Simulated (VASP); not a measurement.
A run of VASP 6.6.1 is set up as follows.

Contents of INCAR:

```
SYSTEM = As
PREC = Accurate ; ENCUT = 600
EDIFF = 1E-7 ; ISMEAR = -1
SIGMA = 0.08 ; LREAL = .False.
LASPH = .True. ; NELM = 80
ALGO = Normal ; ISIF = 3
LWAVE = .False. ; LCHARG = .False.
GGA = PE ; IBRION = 2
NSW = 60 ; EDIFFG = -0.005
PSTRESS = 93.0
```

KPOINTS

```
regular mesh
0
Gamma
  15 15 8
  0 0 0
```

The input POSCAR:

```
As
1.0
    2.9253981218      0.0000000000      0.0000000000
   -1.4626990609      2.5334690897      0.0000000000
    0.0000000000      0.0000000000      4.7391449574
As
2
Direct
    0.3333333333      0.6666666667      0.2500000000
    0.6666666667      0.3333333333      0.7500000000
```

Potentials or basis: VASP PAW PBE potentials, release 64 (As).

Launch:

```sh
$ cat potpaw_PBE.64/As/POTCAR > POTCAR
$ mpirun -np 1 vasp_std > vasp.out
```

Question: Estimate the band gap on the k mesh.

Answer: Zero (bands 5 and 6 overlap by 9.74 eV).

Question: What does it give for the relaxed cell?

Answer: a = 2.898 Å, b = 2.898 Å, c = 4.832 Å, α = 90.00°, β = 90.00°, γ = 120.00°.

Question: What does it give for the relaxed volume?

Answer: 17.58 Å³/atom.

The path:
| step | energy change (eV) | largest force (eV/Å) | pressure (GPa) | volume (Å³) |
| --- | --- | --- | --- | --- |
| 1 | 0.0000 | 0.0000 | 9.35 | 35.12 |
| 2 | -0.0059 | 0.0000 | 9.27 | 35.15 |
| 3 | -0.0087 | 0.0000 | 9.27 | 35.17 |
| 4 | -0.0086 | 0.0000 | 9.26 | 35.16 |
| 5 | -0.0086 | 0.0000 | 9.26 | 35.17 |
| 6 | -0.0073 | 0.0000 | 9.34 | 35.14 |
| 7 | -0.0079 | 0.0000 | 9.31 | 35.15 |

Caveat: the cell is relaxed towards a set pressure, so the run minimises the enthalpy, not the energy.
